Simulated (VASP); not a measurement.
# Cu (I4/mmm) in VASP: further runs, part 2 of 2

VASP 6.6.1. The steps go on from the part before.

## Step 5: Single point, LDA (10.49 Å³/atom)

This run uses another cell than the first one, of 10.49 Å³/atom.

File INCAR:

```
SYSTEM = Cu
ALGO = Fast ; EDIFF = 1E-7
ENCUT = 520 ; ISIF = 2
ISMEAR = 0 ; LASPH = .TRUE.
LCHARG = .FALSE. ; LREAL = .FALSE.
LWAVE = .FALSE. ; NBANDS = 12
NELM = 60 ; PREC = Accurate
SIGMA = 0.15
```

File KPOINTS:

```
k-points
0
G
  24 24 24
  0 0 0
```

File POSCAR:

```
Cu
1.0
   -1.4658376017      1.4658376017      1.2207495547
    1.4658376017     -1.4658376017      1.2207495547
    1.4658376017      1.4658376017     -1.2207495547
Cu
1
Direct
    0.0000000000      0.0000000000      0.0000000000
```

Potentials or basis: VASP PAW LDA potentials, release 64 (Cu).

The run is started by

```sh
> cat potpaw_LDA.64/Cu/POTCAR > POTCAR
> mpirun -np 1 vasp_std > vasp.out
```

OUTCAR:

```text
SYSTEM = Cu
   EDIFF = 1E-7
   ENCUT = 520
   ISIF = 2
   ISMEAR = 0
   LASPH = .TRUE.
   LREAL = .FALSE.
   NELM = 60
   PREC = Accurate

 ion  position               nearest neighbor table
   1  0.000  0.000  0.000-

  LATTYP: Found a body centered tetragonal cell.
 ALAT       =     2.9316752034
 C/A-ratio  =     0.8328000000

  Lattice vectors:

 A1 = (  -1.4658376017,   1.4658376017,   1.2207495547)
 A2 = (   1.4658376017,  -1.4658376017,   1.2207495547)
 A3 = (   1.4658376017,   1.4658376017,  -1.2207495547)

Analysis of symmetry for initial positions (statically):
=====================================================================
 Subroutine PRICEL returns:
 Original cell was already a primitive cell.

 Routine SETGRP: Setting up the symmetry group for a
 body centered tetragonal supercell.

 Subroutine GETGRP returns: Found 16 space group operations
 (whereof 16 operations were pure point group operations)
 out of a pool of 16 trial point group operations.

The static configuration has the point symmetry D_4h.

Analysis of symmetry for dynamics (positions and initial velocities):
[... 170 lines left out ...]
      3       5.7902      2.00000
      4       5.7902      2.00000
      5       5.8850      2.00000
      6       6.9164      2.00000
      7      32.4564      0.00000
      8      32.4564      0.00000
      9      36.7602      0.00000
     10      37.8444      0.00000
     11      38.9533      0.00000
     12      40.3860      0.00000
[... 331 lines left out ...]
 k-point    24 :       0.4583    0.0417    0.0000
  band No.  band energies     occupation
      1       3.2095      2.00000
      2       4.2372      2.00000
      3       6.4395      2.00000
      4       7.1100      2.00000
      5       7.2993      2.00000
      6       8.8760      1.53604
      7      14.9852      0.00000
      8      25.5813      0.00000
      9      26.2015      0.00000
     10      31.0017      0.00000
     11      34.3823      0.00000
     12      42.2548      0.00000

 [... further k-points ...]

------------------------ aborting loop because EDIFF is reached ----------------------------------------

  FORCE on cell =-STRESS in cart. coord.  units (eV):
  Direction    XX          YY          ZZ          XY          YZ          ZX
  --------------------------------------------------------------------------------------
  -------------------------------------------------------------------------------------
  Total        0.4935044      0.4935044      1.1603704      0.0000000      0.0000000      0.0000000
  in kB       75.3604298     75.3604298    177.1939668      0.0000000      0.0000000      0.0000000
  external PRESSURE =     109.3049422 kB  Pullay stress =       0.0000000 kB

 VOLUME and BASIS-vectors are now :
 -----------------------------------------------------------------------------
  energy-cutoff  :      520.00
  volume of cell :       10.49
      direct lattice vectors                 reciprocal lattice vectors
    -1.465837602  1.465837602  1.220749555     0.000000000  0.341101906  0.409584421
     1.465837602 -1.465837602  1.220749555     0.341101906  0.000000000  0.409584421
     1.465837602  1.465837602 -1.220749555     0.341101906  0.341101906  0.000000000

 POSITION                                       TOTAL-FORCE (eV/Angst)
 -----------------------------------------------------------------------------------
      0.00000      0.00000      0.00000         0.000000      0.000000     -0.000000
 -----------------------------------------------------------------------------------
    total drift:                                0.000000     -0.000000      0.000000

  FREE ENERGIE OF THE ION-ELECTRON SYSTEM (eV)
  ---------------------------------------------------
  free  energy   TOTEN  =        -4.6358356315 eV

  energy  without entropy=       -4.6316759954  energy(sigma->0) =       -4.63375581
```

OSZICAR:

```text
N       E                     dE             d eps       ncg     rms          rms(c)
DAV:   1     0.412619650215E+02    0.41262E+02   -0.53661E+03 28816   0.162E+03
DAV:   2    -0.434042577769E+01   -0.45602E+02   -0.42082E+02 26424   0.210E+02
DAV:   3    -0.565101074562E+01   -0.13106E+01   -0.13027E+01 29324   0.401E+01
DAV:   4    -0.565872710648E+01   -0.77164E-02   -0.77154E-02 28716   0.273E+00
DAV:   5    -0.565879795080E+01   -0.70844E-04   -0.70843E-04 29912   0.265E-01    0.804E+00
RMM:   6    -0.494206993050E+01    0.71673E+00   -0.28479E+00 32016   0.319E+01    0.391E+00
RMM:   7    -0.465890756382E+01    0.28316E+00   -0.36661E-01 31981   0.110E+01    0.116E+00
RMM:   8    -0.463759647319E+01    0.21311E-01   -0.19972E-02 32519   0.138E+00    0.317E-01
RMM:   9    -0.463575918967E+01    0.18373E-02   -0.42968E-03 33040   0.125E+00    0.480E-02
RMM:  10    -0.463583397436E+01   -0.74785E-04   -0.74029E-04 35334   0.312E-01    0.174E-02
RMM:  11    -0.463583659035E+01   -0.26160E-05   -0.91945E-05 35805   0.127E-01    0.165E-02
RMM:  12    -0.463583539786E+01    0.11925E-05   -0.28750E-05 35437   0.682E-02    0.651E-03
RMM:  13    -0.463583593956E+01   -0.54170E-06   -0.52266E-06 35046   0.204E-02    0.524E-03
RMM:  14    -0.463583574441E+01    0.19515E-06   -0.48465E-07 28824   0.768E-03    0.255E-03
RMM:  15    -0.463583563257E+01    0.11184E-06   -0.13505E-07 23831   0.596E-03    0.214E-04
RMM:  16    -0.463583563147E+01    0.10966E-08   -0.32363E-08 19828   0.186E-03
   1 F= -.46358356E+01 E0= -.46337558E+01  d E =-.415964E-02
```

Wall time 72 s (1 thread of AMD EPYC 9R45 (Zen 5), shared host); peak memory 0.2 GiB.

Results:

```yaml
Free_energy: -4.6358 eV
Pressure: 10.9 GPa
Band_gap_on_the_k_mesh: zero (an odd number of electrons rules out a gap without spin polarisation)
```

Levels at points of the mesh, in eV from the Fermi level:
| k point | band 4 | band 5 | band 6 | band 7 | band 8 | band 9 |
| --- | --- | --- | --- | --- | --- | --- |
| (0.00, 0.00, 0.00) | -3.16 | -3.07 | -2.04 | 23.50 | 23.50 | 27.81 |
| (0.50, 0.00, 0.00) | -1.75 | -1.56 | -0.24 | 5.92 | 17.12 | 17.32 |
| (0.50, 0.50, 0.00) | -2.46 | -1.83 | -1.58 | 3.65 | 22.22 | 23.47 |
| (0.50, 0.50, 0.50) | -1.74 | -1.56 | 6.33 | 6.33 | 12.78 | 13.71 |

Caveat: the cell stands under pressure.

## Step 6: Single point, LDA (10.49 Å³/atom)

This run uses another cell than the first one, of 10.49 Å³/atom.

File INCAR:

```
ALGO = Fast
EDIFF = 1E-7
ENCUT = 520
ISIF = 2
ISMEAR = 0
LASPH = T
LCHARG = T
LELF = T
LREAL = F
LVHAR = T
LWAVE = F
NBANDS = 12
NELM = 60
PREC = Accurate
SIGMA = 0.15
```

File KPOINTS:

```
k-points
0
Gamma
  24 24 24
```

File POSCAR:

```
Cu
1.0
   -1.4223222088      1.4223222088      1.2965889255
    1.4223222088     -1.4223222088      1.2965889255
    1.4223222088      1.4223222088     -1.2965889255
Cu
1
Direct
    0.0000000000      0.0000000000      0.0000000000
```

Potentials or basis: VASP PAW LDA potentials, release 64 (Cu).

The run is started by

```sh
> cat potpaw_LDA.64/Cu/POTCAR > POTCAR
> mpirun -np 1 vasp_std > vasp.out
```

OUTCAR:

```text
EDIFF = 1E-7
   ENCUT = 520
   ISIF = 2
   ISMEAR = 0
   LASPH = T
   LREAL = F
   NELM = 60
   PREC = Accurate

 ion  position               nearest neighbor table
   1  0.000  0.000  0.000-

  LATTYP: Found a body centered tetragonal cell.
 ALAT       =     2.8446444176
 C/A-ratio  =     0.9116000000

  Lattice vectors:

 A1 = (  -1.4223222088,   1.4223222088,   1.2965889255)
 A2 = (   1.4223222088,  -1.4223222088,   1.2965889255)
 A3 = (   1.4223222088,   1.4223222088,  -1.2965889255)

Analysis of symmetry for initial positions (statically):
=====================================================================
 Subroutine PRICEL returns:
 Original cell was already a primitive cell.

 Routine SETGRP: Setting up the symmetry group for a
 body centered tetragonal supercell.

 Subroutine GETGRP returns: Found 16 space group operations
 (whereof 16 operations were pure point group operations)
 out of a pool of 16 trial point group operations.

The static configuration has the point symmetry D_4h.

[... 168 lines left out ...]
  band No.  band energies     occupation
      1      -1.3611      2.00000
      2       5.0887      2.00000
      3       5.5439      2.00000
      4       5.5439      2.00000
      5       6.2950      2.00000
      6       6.7862      2.00000
      7      34.0690      0.00000
      8      34.0690      0.00000
      9      36.8728      0.00000
     10      38.7474      0.00000
     11      38.8445      0.00000
     12      39.7368      0.00000
[... 331 lines left out ...]
 k-point    24 :       0.4583    0.0417    0.0000
  band No.  band energies     occupation
      1       3.1773      2.00000
      2       4.3590      2.00000
      3       6.4952      2.00000
      4       6.8907      2.00000
      5       7.2893      2.00000
      6       8.5413      1.99986
      7      14.4713      0.00000
      8      26.1232      0.00000
      9      26.8495      0.00000
     10      31.5746      0.00000
     11      35.0187      0.00000
     12      43.6044      0.00000

 [... further k-points ...]

------------------------ aborting loop because EDIFF is reached ----------------------------------------

  FORCE on cell =-STRESS in cart. coord.  units (eV):
  Direction    XX          YY          ZZ          XY          YZ          ZX
  --------------------------------------------------------------------------------------
  -------------------------------------------------------------------------------------
  Total        0.6404111      0.6404111      0.7223501      0.0000000     -0.0000000      0.0000000
  in kB       97.7937624     97.7937624    110.3062249      0.0000000     -0.0000000      0.0000000
  external PRESSURE =     101.9645833 kB  Pullay stress =       0.0000000 kB

 VOLUME and BASIS-vectors are now :
 -----------------------------------------------------------------------------
  energy-cutoff  :      520.00
  volume of cell :       10.49
      direct lattice vectors                 reciprocal lattice vectors
    -1.422322209  1.422322209  1.296588926     0.000000000  0.351537786  0.385627233
     1.422322209 -1.422322209  1.296588926     0.351537786  0.000000000  0.385627233
     1.422322209  1.422322209 -1.296588926     0.351537786  0.351537786  0.000000000

 POSITION                                       TOTAL-FORCE (eV/Angst)
 -----------------------------------------------------------------------------------
      0.00000      0.00000      0.00000        -0.000000      0.000000     -0.000000
 -----------------------------------------------------------------------------------
    total drift:                                0.000000     -0.000000      0.000000

  FREE ENERGIE OF THE ION-ELECTRON SYSTEM (eV)
  ---------------------------------------------------
  free  energy   TOTEN  =        -4.6542635686 eV

  energy  without entropy=       -4.6501739255  energy(sigma->0) =       -4.65221875
```

OSZICAR:

```text
N       E                     dE             d eps       ncg     rms          rms(c)
DAV:   1     0.409391688028E+02    0.40939E+02   -0.53617E+03 29024   0.161E+03
DAV:   2    -0.435713819937E+01   -0.45296E+02   -0.41863E+02 26300   0.209E+02
DAV:   3    -0.566593749111E+01   -0.13088E+01   -0.12981E+01 29572   0.401E+01
DAV:   4    -0.567382794526E+01   -0.78905E-02   -0.78894E-02 28704   0.275E+00
DAV:   5    -0.567389900840E+01   -0.71063E-04   -0.71063E-04 29848   0.265E-01    0.797E+00
RMM:   6    -0.494686836295E+01    0.72703E+00   -0.28058E+00 32052   0.316E+01    0.382E+00
RMM:   7    -0.467803701154E+01    0.26883E+00   -0.35938E-01 31989   0.108E+01    0.116E+00
RMM:   8    -0.465631353992E+01    0.21723E-01   -0.20733E-02 32796   0.140E+00    0.360E-01
RMM:   9    -0.465414617744E+01    0.21674E-02   -0.53010E-03 32916   0.144E+00    0.494E-02
RMM:  10    -0.465426236520E+01   -0.11619E-03   -0.89126E-04 35444   0.339E-01    0.150E-02
RMM:  11    -0.465426687939E+01   -0.45142E-05   -0.12109E-04 34707   0.178E-01    0.261E-02
RMM:  12    -0.465426265245E+01    0.42269E-05   -0.46386E-05 36049   0.835E-02    0.548E-03
RMM:  13    -0.465426355595E+01   -0.90350E-06   -0.84381E-06 34814   0.257E-02    0.454E-03
RMM:  14    -0.465426356858E+01   -0.12622E-07   -0.72513E-07 30213   0.897E-03
   1 F= -.46542636E+01 E0= -.46522187E+01  d E =-.408964E-02
```

stdout:

```text
POSCAR found type information on POSCAR Cu
 POSCAR found :  1 types and       1 ions
 scaLAPACK will be used
 LDA part: xc-table for (Slater(with rela. corr.)+CA(PZ))
 , standard interpolation
 POSCAR, INCAR and KPOINTS ok, starting setup
 FFT: planning ... GRIDC
 FFT: planning ... GRID_SOFT
 FFT: planning ... GRID
 WAVECAR not read
 entering main loop
WARNING in EDDRMM: call to ZHEGV failed, returncode =   6  3      9
WARNING in EDDRMM: call to ZHEGV failed, returncode =   6  3     11
WARNING in EDDRMM: call to ZHEGV failed, returncode =   8  4     12
WARNING in EDDRMM: call to ZHEGV failed, returncode =   6  3     10
WARNING in EDDRMM: call to ZHEGV failed, returncode =   6  3      8
WARNING in EDDRMM: call to ZHEGV failed, returncode =   6  3      9
WARNING in EDDRMM: call to ZHEGV failed, returncode =   6  3      9
WARNING in EDDRMM: call to ZHEGV failed, returncode =   6  3      9
WARNING in EDDRMM: call to ZHEGV failed, returncode =   6  3      8
WARNING in EDDRMM: call to ZHEGV failed, returncode =   8  4     12
WARNING in EDDRMM: call to ZHEGV failed, returncode =   6  3     12
WARNING in EDDRMM: call to ZHEGV failed, returncode =   6  3      8
WARNING in EDDRMM: call to ZHEGV failed, returncode =   6  3     11
WARNING in EDDRMM: call to ZHEGV failed, returncode =   6  3      7
WARNING in EDDRMM: call to ZHEGV failed, returncode =   6  3      8
WARNING in EDDRMM: call to ZHEGV failed, returncode =   6  3      9
WARNING in EDDRMM: call to ZHEGV failed, returncode =   6  3      9
```

It took 67 s on 1 thread of AMD EPYC 9R45 (Zen 5), shared host; peak memory 0.2 GiB.

What came out:

- Free energy: -4.6543 eV
- Pressure: 10.2 GPa
- Band gap on the k mesh: zero (an odd number of electrons rules out a gap without spin polarisation)

Stress tensor (GPa, compression positive):
```
 9.78  0.00  0.00
 0.00  9.78  0.00
 0.00  0.00 11.03
```

Caveat: the cell stands under pressure.

## Step 7: The runs side by side

| cell | gap on the mesh (eV) | pressure (GPa) |
| --- | --- | --- |
| a = 2.384 Å, angles 105.6, 105.6, 117.5°, 1 atom | none | 15.9 |
| a = 2.376 Å, angles 107.1, 107.1, 114.4°, 1 atom | none | 14.5 |
| a = 2.396 Å, angles 106.3, 106.3, 115.9°, 1 atom | none | 9.8 |
| a = 2.406 Å, angles 104.9, 104.9, 119.0°, 1 atom | none | 10.9 |
| a = 2.393 Å, angles 107.1, 107.1, 114.4°, 1 atom | none | 10.2 |

Alike in all rows: task single point; level LDA; potentials or basis VASP PAW LDA potentials, release 64 (Cu); no spin polarisation; k mesh 24 × 24 × 24; cutoff (eV) 520; smearing gaussian 0.15 eV.

Caveats: the cell stands under pressure.

Absolute energies hang on the potentials; compare differences alone.
